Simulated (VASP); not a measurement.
# Al (Fm-3m) in VASP: notebook

Runs on Al. Level: r2SCAN. Tasks: single point, relaxation of cell and atoms.

All numbers are computed with VASP 6.6.1; they aren't measurements. Logs are shortened: lines on timing, memory, paths and dates and some standing lists are left out, and cuts for length are marked.

### 1 The cell of the first run

The structure is cubic, space group Fm-3m (No. 225). The conventional cell has a = 3.994 Å, b = 3.994 Å, c = 3.994 Å, α = 90.00°, β = 90.00°, γ = 90.00°. Al (site symmetry m-3m) has 12 Al at 2.82 Å within 3.7 Å.

### 2 Single point, r2SCAN

Contents of POSCAR:

```
Al
1.0
    0.0000000000      1.9970392698      1.9970392698
    1.9970392698      0.0000000000      1.9970392698
    1.9970392698      1.9970392698      0.0000000000
Al
1
Direct
    0.0000000000      0.0000000000      0.0000000000
```

Contents of INCAR.step1:

```
ALGO = Normal
EDIFF = 1E-4
ENCUT = 520
GGA = PE
ISMEAR = -1
LASPH = True
LCHARG = False
LREAL = False
LWAVE = True
NBANDS = 8
NELM = 100
PREC = Accurate
SIGMA = 0.1
```

Contents of INCAR.step2:

```
ALGO = Normal
EDIFF = 1E-6
ENCUT = 520
ISIF = 2
ISMEAR = -1
ISTART = 1
LASPH = True
LCHARG = False
LMIXTAU = True
LREAL = False
LWAVE = False
METAGGA = R2SCAN
NBANDS = 8
NELM = 100
PREC = Accurate
SIGMA = 0.1
```

Contents of KPOINTS:

```
k-points
0
Gamma
  26 26 26
```

Potentials or basis: VASP PAW PBE potentials, release 64 (Al).

Command:

```bash
> cat potpaw_PBE.64/Al/POTCAR > POTCAR
> cp INCAR.step1 INCAR
> mpirun -np 1 vasp_std > vasp.out
> cp INCAR.step2 INCAR
> mpirun -np 1 vasp_std > vasp.out
```

OUTCAR:

```text
EDIFF = 1E-6
   ENCUT = 520
   ISIF = 2
   ISMEAR = -1
   ISTART = 1
   LASPH = True
   LREAL = False
   METAGGA = R2SCAN
   NELM = 100
   PREC = Accurate

 ion  position               nearest neighbor table
   1  0.000  0.000  0.000-

  LATTYP: Found a face centered cubic cell.
 ALAT       =     3.9940785396

  Lattice vectors:

 A1 = (   0.0000000000,   1.9970392698,   1.9970392698)
 A2 = (   1.9970392698,   0.0000000000,   1.9970392698)
 A3 = (   1.9970392698,   1.9970392698,   0.0000000000)

Analysis of symmetry for initial positions (statically):
=====================================================================
 Subroutine PRICEL returns:
 Original cell was already a primitive cell.

 Routine SETGRP: Setting up the symmetry group for a
 face centered cubic supercell.

 Subroutine GETGRP returns: Found 48 space group operations
 (whereof 48 operations were pure point group operations)
 out of a pool of 48 trial point group operations.

The static configuration has the point symmetry O_h .

Analysis of symmetry for dynamics (positions and initial velocities):
=====================================================================
 Subroutine PRICEL returns:
 Original cell was already a primitive cell.

 Routine SETGRP: Setting up the symmetry group for a
 face centered cubic supercell.

 Subroutine GETGRP returns: Found 48 space group operations
 (whereof 48 operations were pure point group operations)
 out of a pool of 48 trial point group operations.

The dynamic configuration has the point symmetry O_h .

 Subroutine INISYM returns: Found 48 space group operations
 (whereof 48 operations are pure point group operations),
 and found     1 'primitive' translations

----------------------------------------------------------------------------------------

                                     Primitive cell

  volume of cell :      15.9290

  direct lattice vectors                    reciprocal lattice vectors
     0.000000000  1.997039270  1.997039270    -0.250370640  0.250370640  0.250370640
     1.997039270  0.000000000  1.997039270     0.250370640 -0.250370640  0.250370640
     1.997039270  1.997039270  0.000000000     0.250370640  0.250370640 -0.250370640

  length of vectors
     2.824240020  2.824240020  2.824240020     0.433654669  0.433654669  0.433654669

[... 72 lines left out ...]
   ISPIN  =      1    spin polarized calculation?
   LNONCOLLINEAR =      F non collinear calculations
   LSORBIT =      F    spin-orbit coupling
   LASPH  =      T    aspherical Exc in radial PAW
   ENCUT  =  520.0 eV  38.22 Ry    6.18 a.u.   5.25  5.25  5.25*2*pi/ulx,y,z
   NELM   =    100;   NELMIN=  2; NELMDL=  0     # of ELM steps
   EDIFF  = 0.1E-05   stopping-criterion for ELM
   LREAL  =      F    real-space projection
   EDIFFG = 0.1E-04   stopping-criterion for IOM
   NSW    =      0    number of steps for IOM
   IBRION =     -1    ionic relax: 0-MD 1-quasi-New 2-CG
   NFREE  =      0    steps in history (QN), initial steepest desc. (CG)
   ISIF   =      2    stress and relaxation
   ISYM   =      2    0-nonsym 1-usesym 2-fastsym
   POTIM  = 0.5000    time-step for ionic-motion
   TEBEG  =    0.0;   TEEND  =   0.0 temperature during run
   PSTRESS=    0.0 pullay stress
   NELECT =       3.0000    total number of electrons
   NUPDOWN=      -1.0000    fix difference up-down
   EMIN   =  10.00;   EMAX   =-10.00  energy-range for DOS
   EFERMI =   0.00;   METHOD = LEGACY
   ISMEAR =    -1;   SIGMA  =   0.10  broadening in eV -4-tet -1-fermi 0-gaus
   EFERMI_NEDOS =   21; number of points for ismear=-14 and -15
   IALGO  =     38    algorithm
   IMIX   =      4    mixing-type and parameters
     AMIX     =   0.40;   BMIX     =  1.00
     AMIX_MAG =   1.60;   BMIX_MAG =  1.00
  volume/ion in A,a.u.               =      15.93       107.49
  Fermi-wavevector in a.u.,A,eV,Ry     =   0.938394  1.773308 11.981068  0.880584
  Thomas-Fermi vector in A             =   2.065602
   LORBIT       =      0    0 simple, 1 ext, 2 COOP (PROOUT), +10 PAW based schemes
   METAGGA = R2SCAN    functional components
   LHFCALC =     F    Hartree Fock is set to
   AEXX    =    0.0000 exact exchange contribution
   IVDW    =     0    specifies the selected vdW correction
   LEPSILON=     F    determine dielectric tensor
   LRPA    =     F    only Hartree local field effects (RPA)
 non-spin polarized calculation
  energy-cutoff  :      520.00
  volume of cell :       15.93
 maximum number of plane-waves:       444
 NGX is ok and might be reduce to    24
   NGX = 11   NGY = 11   NGZ = 11

 number of electron       3.0000000 magnetization

 Free energy of the ion-electron system (eV)
  ---------------------------------------------------
  ext. energy  EPLUGINS =         0.00000000
  ---------------------------------------------------
  free energy    TOTEN  =        -6.74493106 eV

  energy without entropy =       -6.73350243  energy(sigma->0) =       -6.73921674

 E-fermi :   8.4040     XC(G=0): -11.0381

 val. band max:        8.4034035489   @ k =  -0.3077   0.4615   0.1538
 cond. band min:       8.4195355436   @ k =  -0.3846   0.4615   0.1538
 fundamental gap:      0.0161319947
 Fermi energy:         8.4040349368

 k-point     1 :       0.0000    0.0000    0.0000
  band No.  band energies     occupation
      1      -3.7022      2.00000
      2      21.9120      0.00000
      3      21.9120      0.00000
      4      21.9120      0.00000
      5      24.1012      0.00000
      6      24.1012      0.00000
      7      24.1012      0.00000
      8      26.0076      0.00000
[... 243 lines left out ...]
 k-point    24 :       0.3846    0.0385    0.0000
  band No.  band energies     occupation
      1       0.3641      2.00000
      2       7.6062      1.99931
      3      19.3488      0.00000
      4      20.4980      0.00000
      5      21.2999      0.00000
      6      23.2609      0.00000
      7      24.5955      0.00000
      8      26.9790      0.00000

 [... further k-points ...]
[... 5 lines left out ...]
  --------------------------------------------------------------------------------------
  -------------------------------------------------------------------------------------
  Total       -0.0318041     -0.0318041     -0.0318041      0.0000000     -0.0000000      0.0000000
  in kB       -3.1989234     -3.1989234     -3.1989234      0.0000000     -0.0000000      0.0000000
  external PRESSURE =      -3.1989234 kB  Pullay stress =       0.0000000 kB

 VOLUME and BASIS-vectors are now :
 -----------------------------------------------------------------------------
  energy-cutoff  :      520.00
  volume of cell :       15.93
      direct lattice vectors                 reciprocal lattice vectors
     0.000000000  1.997039270  1.997039270    -0.250370640  0.250370640  0.250370640
     1.997039270  0.000000000  1.997039270     0.250370640 -0.250370640  0.250370640
     1.997039270  1.997039270  0.000000000     0.250370640  0.250370640 -0.250370640

 POSITION                                       TOTAL-FORCE (eV/Angst)
 -----------------------------------------------------------------------------------
      0.00000      0.00000      0.00000         0.000000      0.000000      0.000000
 -----------------------------------------------------------------------------------
    total drift:                               -0.000000      0.000000      0.000000

  FREE ENERGIE OF THE ION-ELECTRON SYSTEM (eV)
  ---------------------------------------------------
  free  energy   TOTEN  =        -6.7449310554 eV

  energy  without entropy=       -6.7335024297  energy(sigma->0) =       -6.73921674
```

Wall time 1.9 min (1 thread of Intel Xeon Platinum 8488C (Sapphire Rapids), shared host); peak memory 0.17 GiB.

Results:

* Free energy: -6.7449 eV
* Pressure: -0.3 GPa

Caveat: the PAW data sets were made with another functional, which shifts forces and pressure a little.

### 3 Relaxation of cell and atoms, r2SCAN

This run uses another cell than the first one, of 16.60 Å³/atom, 1.042 times its volume.

Contents of POSCAR:

```
Al
1.0
    0.0000000000      2.0248050000      2.0248050000
    2.0248050000      0.0000000000      2.0248050000
    2.0248050000      2.0248050000      0.0000000000
Al
1
Direct
    0.0000000000      0.0000000000      0.0000000000
```

Contents of INCAR.step1:

```
ALGO     = Normal         # electronic algorithm
EDIFF    = 1E-4           # SCF threshold, eV
ENCUT    = 600            # plane-wave cutoff, eV
GGA      = PE             # functional
ISMEAR   = -1             # smearing method
LASPH    = T              # aspherical terms in the spheres
LCHARG   = F              # write CHGCAR
LREAL    = F              # projectors in reciprocal space
LWAVE    = T              # write WAVECAR
NELM     = 100            # most SCF steps
PREC     = Accurate       # precision mode
SIGMA    = 0.1            # smearing width, eV
```

Contents of INCAR.step2:

```
ALGO     = Normal         # electronic algorithm
EDIFF    = 1E-6           # SCF threshold, eV
EDIFFG   = -0.002         # ionic threshold
ENCUT    = 600            # plane-wave cutoff, eV
IBRION   = 2              # ionic algorithm
ISIF     = 3              # what is computed and relaxed
ISMEAR   = -1             # smearing method
ISTART   = 1            
LASPH    = T              # aspherical terms in the spheres
LCHARG   = F              # write CHGCAR
LMIXTAU  = T            
LREAL    = F              # projectors in reciprocal space
LWAVE    = F              # write WAVECAR
METAGGA  = R2SCAN         # meta-GGA
NELM     = 100            # most SCF steps
NSW      = 100            # ionic steps
PREC     = Accurate       # precision mode
SIGMA    = 0.1            # smearing width, eV
```

KPOINTS is that of step 2.

Potentials or basis: VASP PAW PBE potentials, release 64 (Al).

Command:

```bash
> cat potpaw_PBE.64/Al/POTCAR > POTCAR
> cp INCAR.step1 INCAR
> mpirun -np 1 vasp_std > vasp.out
> cp INCAR.step2 INCAR
> mpirun -np 1 vasp_std > vasp.out
```

Wall time 7.8 min (1 thread of Intel Xeon Platinum 8488C (Sapphire Rapids), shared host); peak memory 0.19 GiB.

The run converged. Its results:

```
Free energy                            : -6.7449 eV
Relaxed volume                         : 15.87 Å³/atom
Relaxed cell                           : a = 2.821 Å, b = 2.821 Å, c = 2.821 Å, α = 60.00°, β = 60.00°, γ = 60.00°
Space group after relaxing (to 0.05 Å) : Fm-3m (No. 225)
Energy gained by relaxing              : 9.1 meV/atom
Ionic steps                            : 19
Pressure after relaxing                : 0.0 GPa
```

The path:
```
step  energy change (eV)  largest force (eV/Å)  pressure (GPa)  volume (Å³)
   1              0.0000                0.0000           -3.77        16.60
   2             -0.0084                0.0000            1.15        15.68
   3             -0.0091                0.0000            0.03        15.87
   4             -0.0091                0.0000           -0.03        15.88
   5             -0.0091                0.0000           -0.05        15.88
   6             -0.0091                0.0000           -0.05        15.88
   7             -0.0091                0.0000           -0.05        15.88
   8             -0.0091                0.0000           -0.05        15.88
   9             -0.0091                0.0000           -0.05        15.88
  10             -0.0091                0.0000           -0.05        15.88
  11             -0.0091                0.0000           -0.05        15.88
  12             -0.0091                0.0000           -0.05        15.88
  13             -0.0091                0.0000           -0.05        15.88
  14             -0.0091                0.0000           -0.05        15.88
  15             -0.0091                0.0000           -0.05        15.88
  16             -0.0091                0.0000           -0.04        15.88
  17             -0.0091                0.0000           -0.04        15.88
  18             -0.0091                0.0000           -0.02        15.88
  19             -0.0091                0.0000            0.00        15.87
```

Final structure:
```yaml
crystal:
  lattice:
    - [0.00000, 1.99465, 1.99465]
    - [1.99465, 0.00000, 1.99465]
    - [1.99465, 1.99465, 0.00000]
  atoms:
    - { symbol: Al, position: [0.00000, 0.00000, 0.00000] }
```

Levels at points of the mesh, in eV from the Fermi level:
```tsv
k point	band 1	band 2	band 3	band 4	band 5
(0.00, 0.00, 0.00)	-12.13	13.53	13.53	13.53	15.75
(0.50, 0.00, 0.00)	-5.18	-4.60	12.25	12.25	12.74
(0.50, 0.50, 0.00)	-3.27	-1.68	5.46	6.18	6.18
```

Caveat: the PAW data sets were made with another functional, which shifts forces and pressure a little.
